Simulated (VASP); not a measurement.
# Co2Sn (P-6m2) in VASP: notebook

Co2Sn is run at these levels: PBE; tasks: single point, relaxation of cell and atoms.

All numbers are computed with VASP 6.6.1; they aren't measurements. Logs are shortened: lines on timing, memory, paths and dates and some standing lists are left out, and cuts for length are marked.

## (1) The cell of the first run

It takes space group P-6m2 (No. 187, hexagonal). Conventional cell: a = 2.972 Å, b = 2.972 Å, c = 6.272 Å, α = 90.00°, β = 90.00°, γ = 120.00°. Co (site symmetry 3m) has 1 Co at 2.22 Å and 3 Sn at 2.66 Å within 2.9 Å. Sn (site symmetry -6m2) has 6 Co at 2.66 Å and 6 Sn at 2.97 Å within 3.5 Å.

## (2) Single point, PBE, collinear spin, ferromagnetic start

File INCAR:

```
SYSTEM = Co2Sn
ALGO     = Normal         ! electronic algorithm
EDIFF    = 1E-6           ! SCF threshold, eV
ENCUT    = 520            ! plane-wave cutoff, eV
GGA      = PE             ! functional
ISIF     = 2              ! what is computed and relaxed
ISMEAR   = 0              ! smearing method
ISPIN    = 2              ! spin polarisation
LASPH    = .True.         ! aspherical terms in the spheres
LCHARG   = .True.         ! write CHGCAR
LELF     = .True.         ! ELF
LMAXMIX  = 4              ! l up to which the mixer works
LORBIT   = 11             ! projections on sites
LREAL    = .False.        ! projectors in reciprocal space
LVHAR    = .True.       
LWAVE    = .False.        ! write WAVECAR
MAGMOM   = -3 -3 0        ! initial moments
NBANDS   = 27             ! bands
NELM     = 150            ! most SCF steps
PREC     = Accurate       ! precision mode
SIGMA    = 0.1            ! smearing width, eV
```

File KPOINTS:

```
k-points
0
Gamma
  6 6 4
  0 0 0
```

File POSCAR:

```
Co2Sn
1.0
    2.9724298420      0.0000000000      0.0000000000
   -1.4862149210      2.5741997541      0.0000000000
    0.0000000000      0.0000000000      6.2718362031
Co Sn
2 1
Direct
    0.6666666667      0.3333333333      0.6767454900
    0.6666666667      0.3333333333      0.3232545100
    0.0000000000      0.0000000000      0.0000000000
```

Potentials or basis: VASP PAW PBE potentials, release 64 (Co, Sn_d).

Run with:

```sh
$ cat potpaw_PBE.64/Co/POTCAR potpaw_PBE.64/Sn_d/POTCAR > POTCAR
$ mpirun -np 1 vasp_std > vasp.out
```

OUTCAR:

```text
SYSTEM = Co2Sn
   EDIFF = 1E-6
   ENCUT = 520
   GGA = PE
   ISIF = 2
   ISMEAR = 0
   ISPIN = 2
   LASPH = .True.
   LORBIT = 11
   LREAL = .False.
   NELM = 150
   PREC = Accurate

 ion  position               nearest neighbor table
   1  0.667  0.333  0.677-   2 2.22   3 2.66   3 2.66   3 2.66
   2  0.667  0.333  0.323-   1 2.22   3 2.66   3 2.66   3 2.66
   3  0.000  0.000  0.000-   1 2.66   2 2.66   1 2.66   2 2.66   1 2.66   2 2.66

  LATTYP: Found a hexagonal cell.
 ALAT       =     2.9724298420
 C/A-ratio  =     2.1100031074

  Lattice vectors:

 A1 = (   2.9724298420,   0.0000000000,   0.0000000000)
 A2 = (  -1.4862149210,   2.5741997541,   0.0000000000)
 A3 = (   0.0000000000,   0.0000000000,   6.2718362031)

Analysis of symmetry for initial positions (statically):
=====================================================================
 Subroutine PRICEL returns:
 Original cell was already a primitive cell.

 Routine SETGRP: Setting up the symmetry group for a
 hexagonal supercell.

 Subroutine GETGRP returns: Found 12 space group operations
 (whereof 12 operations were pure point group operations)
 out of a pool of 24 trial point group operations.

The static configuration has the point symmetry D_3h.

Analysis of symmetry for dynamics (positions and initial velocities):
=====================================================================
 Subroutine PRICEL returns:
 Original cell was already a primitive cell.

 Routine SETGRP: Setting up the symmetry group for a
 hexagonal supercell.

 Subroutine GETGRP returns: Found 12 space group operations
 (whereof 12 operations were pure point group operations)
 out of a pool of 24 trial point group operations.

The dynamic configuration has the point symmetry D_3h.

Analysis of structural, dynamic, and magnetic symmetry:
=====================================================================
 Subroutine PRICEL returns:
 Original cell was already a primitive cell.

 Routine SETGRP: Setting up the symmetry group for a
 hexagonal supercell.

 Subroutine GETGRP returns: Found 12 space group operations
 (whereof 12 operations were pure point group operations)
 out of a pool of 24 trial point group operations.

The overall configuration has the point symmetry D_3h.

 Subroutine INISYM returns: Found 12 space group operations
 (whereof 12 operations are pure point group operations),
 and found     1 'primitive' translations

----------------------------------------------------------------------------------------

                                     Primitive cell

  volume of cell :      47.9898

  direct lattice vectors                    reciprocal lattice vectors
     2.972429842  0.000000000  0.000000000     0.336425098  0.194235121  0.000000000
    -1.486214921  2.574199754  0.000000000     0.000000000  0.388470241  0.000000000
     0.000000000  0.000000000  6.271836203     0.000000000  0.000000000  0.159442939

  length of vectors
     2.972429842  2.972429842  6.271836203     0.388470241  0.388470241  0.159442939

  position of ions in fractional coordinates (direct lattice)
     0.666666667  0.333333333  0.676745490
     0.666666667  0.333333333  0.323254510
     0.000000000  0.000000000  0.000000000

  ion indices of the primitive-cell ions
   primitive index   ion index
                 1           1
                 2           2
                 3           3

----------------------------------------------------------------------------------------

 KPOINTS: k-points

Automatic generation of k-mesh.
 Grid dimensions read from file:
 generate k-points for:    6    6    4

 Generating k-lattice:

  Cartesian coordinates                     Fractional coordinates (reciprocal lattice)
     0.056070850  0.032372520  0.000000000     0.166666667  0.000000000  0.000000000
     0.000000000  0.064745040  0.000000000     0.000000000  0.166666667  0.000000000
     0.000000000  0.000000000  0.039860735     0.000000000  0.000000000  0.250000000

  Length of vectors
     0.064745040  0.064745040  0.039860735

  Shift w.r.t. Gamma in fractional coordinates (k-lattice)
     0.000000000  0.000000000  0.000000000

 Subroutine IBZKPT returns following result:
 ===========================================

 Found     21 irreducible k-points:

 Following reciprocal coordinates:
            Coordinates               Weight
  0.000000  0.000000  0.000000      1.000000
  0.166667 -0.000000  0.000000      6.000000
  0.333333 -0.000000  0.000000      6.000000
  0.500000  0.000000  0.000000      3.000000
  0.166667  0.166667  0.000000      6.000000
  0.333333  0.166667  0.000000     12.000000
[... 13 lines left out ...]
  0.333333  0.166667  0.500000     12.000000
  0.333333  0.333333  0.500000      2.000000
   k-points           NKPTS =     21   k-points in BZ     NKDIM =     21   number of bands    NBANDS=     27
   number of dos      NEDOS =    301   number of ions     NIONS =      3
   total plane-waves  NPLWV =  27648
   dimension x,y,z NGX =    24 NGY =   24 NGZ =   48
   dimension x,y,z NGXF=    48 NGYF=   48 NGZF=   96
   ions per type =               2   1
   NGX,Y,Z   is equivalent  to a cutoff of  13.42, 13.42, 12.72 a.u.
   NGXF,Y,Z  is equivalent  to a cutoff of  26.85, 26.85, 25.45 a.u.
 SYSTEM =  Co2Sn
   PREC   = accura    normal or accurate (medium, high low for compatibility)
   ISTART =      0    job   : 0-new  1-cont  2-samecut
   ICHARG =      2    charge: 1-file 2-atom 10-const
   ISPIN  =      2    spin polarized calculation?
   LNONCOLLINEAR =      F non collinear calculations
   LSORBIT =      F    spin-orbit coupling
   LASPH  =      T    aspherical Exc in radial PAW
   ENCUT  =  520.0 eV  38.22 Ry    6.18 a.u.   5.53  5.53 11.66*2*pi/ulx,y,z
   NELM   =    150;   NELMIN=  2; NELMDL= -5     # of ELM steps
   EDIFF  = 0.1E-05   stopping-criterion for ELM
   LREAL  =      F    real-space projection
   EDIFFG = 0.1E-04   stopping-criterion for IOM
   NSW    =      0    number of steps for IOM
   IBRION =     -1    ionic relax: 0-MD 1-quasi-New 2-CG
   NFREE  =      0    steps in history (QN), initial steepest desc. (CG)
   ISIF   =      2    stress and relaxation
   ISYM   =      2    0-nonsym 1-usesym 2-fastsym
   POTIM  = 0.5000    time-step for ionic-motion
   TEBEG  =    0.0;   TEEND  =   0.0 temperature during run
   PSTRESS=    0.0 pullay stress
   NELECT =      32.0000    total number of electrons
   NUPDOWN=      -1.0000    fix difference up-down
   EMIN   =  10.00;   EMAX   =-10.00  energy-range for DOS
   EFERMI =   0.00;   METHOD = LEGACY
   ISMEAR =     0;   SIGMA  =   0.10  broadening in eV -4-tet -1-fermi 0-gaus
   EFERMI_NEDOS =   21; number of points for ismear=-14 and -15
   IALGO  =     38    algorithm
   IMIX   =      4    mixing-type and parameters
     AMIX     =   0.40;   BMIX     =  1.00
     AMIX_MAG =   1.60;   BMIX_MAG =  1.00
  volume/ion in A,a.u.               =      16.00       107.95
  Fermi-wavevector in a.u.,A,eV,Ry     =   1.430239  2.702760 27.831857  2.045584
  Thomas-Fermi vector in A             =   2.550106
   LORBIT       =     11    0 simple, 1 ext, 2 COOP (PROOUT), +10 PAW based schemes
   GGA     = PE    functional components
   LHFCALC =     F    Hartree Fock is set to
   AEXX    =    0.0000 exact exchange contribution
   IVDW    =     0    specifies the selected vdW correction
   LEPSILON=     F    determine dielectric tensor
   LRPA    =     F    only Hartree local field effects (RPA)
 spin polarized calculation
 Gauss-broadening in eV      SIGMA  =   0.10
  energy-cutoff  :      520.00
  volume of cell :       47.99
 maximum number of plane-waves:      1320
 NGX is ok and might be reduce to    24
   NGX = 11   NGY = 11   NGZ = 23

 number of electron      32.0000010 magnetization      -2.7016569

 Free energy of the ion-electron system (eV)
  ---------------------------------------------------
  ext. energy  EPLUGINS =         0.00000000
  ---------------------------------------------------
  free energy    TOTEN  =       -15.81194654 eV

  energy without entropy =      -15.78800366  energy(sigma->0) =      -15.79997510

 E-fermi :   9.2919     XC(G=0): -11.8554

 val. band max:        9.2685910031   @ k =   0.3333  -0.0000   0.0000
 cond. band min:       9.3009599003   @ k =   0.3333  -0.0000   0.0000
 fundamental gap:      0.0323688973
 Fermi energy:         9.2919115813

 spin component 1

 k-point     1 :       0.0000    0.0000    0.0000
  band No.  band energies     occupation
      1     -12.6234      1.00000
      2     -12.6234      1.00000
      3     -12.5596      1.00000
      4     -12.2649      1.00000
      5     -12.2649      1.00000
      6      -3.0373      1.00000
[... 19 lines left out ...]
     26      24.5270      0.00000
     27      25.0142      0.00000
[... 571 lines left out ...]
 k-point    21 :       0.3333    0.3333    0.5000
  band No.  band energies     occupation
      1     -12.4618      1.00000
      2     -12.4464      1.00000
      3     -12.4442      1.00000
      4     -12.4428      1.00000
      5     -12.2456      1.00000
      6       3.8327      1.00000
[... 19 lines left out ...]
     26      19.6277      0.00000
     27      19.6897      0.00000
 Fermi energy:         9.2919115813

 spin component 2

 k-point     1 :       0.0000    0.0000    0.0000
  band No.  band energies     occupation
      1     -12.6156      1.00000
      2     -12.6156      1.00000
      3     -12.5432      1.00000
      4     -12.2504      1.00000
      5     -12.2504      1.00000
      6      -2.9846      1.00000
[... 19 lines left out ...]
     26      24.6870      0.00000
     27      25.1935      0.00000
[... 571 lines left out ...]
 k-point    21 :       0.3333    0.3333    0.5000
  band No.  band energies     occupation
      1     -12.4534      1.00000
      2     -12.4378      1.00000
      3     -12.4313      1.00000
      4     -12.4269      1.00000
      5     -12.2287      1.00000
      6       3.7339      1.00000
[... 19 lines left out ...]
     26      19.3593      0.00000
     27      19.5310      0.00000

------------------------ aborting loop because EDIFF is reached ----------------------------------------

  FORCE on cell =-STRESS in cart. coord.  units (eV):
  Direction    XX          YY          ZZ          XY          YZ          ZX
  --------------------------------------------------------------------------------------
  -------------------------------------------------------------------------------------
  Total        0.0502866      0.0502866      0.0263875      0.0000000      0.0000000      0.0000000
  in kB        1.6788580      1.6788580      0.8809675      0.0000000      0.0000000      0.0000000
  external PRESSURE =       1.4128945 kB  Pullay stress =       0.0000000 kB

 VOLUME and BASIS-vectors are now :
 -----------------------------------------------------------------------------
  energy-cutoff  :      520.00
  volume of cell :       47.99
      direct lattice vectors                 reciprocal lattice vectors
     2.972429842  0.000000000  0.000000000     0.336425098  0.194235121  0.000000000
    -1.486214921  2.574199754  0.000000000     0.000000000  0.388470241  0.000000000
     0.000000000  0.000000000  6.271836203     0.000000000  0.000000000  0.159442939

 POSITION                                       TOTAL-FORCE (eV/Angst)
 -----------------------------------------------------------------------------------
      1.48621      0.85807      4.24444        -0.000000      0.000000     -0.034014
      1.48621      0.85807      2.02740        -0.000000      0.000000      0.034014
      0.00000      0.00000      0.00000         0.000000      0.000000      0.000000
 -----------------------------------------------------------------------------------
    total drift:                               -0.000000      0.000000      0.000000

  FREE ENERGIE OF THE ION-ELECTRON SYSTEM (eV)
  ---------------------------------------------------
  free  energy   TOTEN  =       -15.8119465380 eV

  energy  without entropy=      -15.7880036567  energy(sigma->0) =      -15.79997510

 total charge

# of ion       s       p       d       tot
------------------------------------------
    1        0.375   0.326   7.320   8.021
    2        0.375   0.326   7.320   8.021
    3        1.160   1.299  10.091  12.550
--------------------------------------------------
tot          1.910   1.951  24.731  28.592

 magnetization (x)

# of ion       s       p       d       tot
------------------------------------------
    1        0.003   0.014  -1.448  -1.430
    2        0.003   0.014  -1.448  -1.430
    3       -0.003   0.059   0.010   0.066
--------------------------------------------------
tot          0.004   0.088  -2.886  -2.794
```

Run time: 34 s. Hardware: 1 thread of Intel Xeon Platinum 8559C (Emerald Rapids), shared host; peak memory 0.21 GiB.

Results:

```yaml
Free_energy: -15.8119 eV
Pressure: 0.1 GPa
Largest_force: 0.034 eV/Å
Net_moment: -2.70 μB per cell
Site_moments: Co -1.43; Sn +0.07 μB
Valence_electrons_inside_the_program's_atomic_spheres: Co 8.02; Sn 12.55
```

Forces in eV/Å, atoms in the order of the input:
```
Co   0.000  0.000 -0.034
Co   0.000  0.000  0.034
Sn   0.000  0.000  0.000
```

Caveat: the k points lie up to 0.41 Å⁻¹ apart; spin-orbit coupling is left out, which moves the levels of the heavy elements.

(Continued in part 2 of 2.)
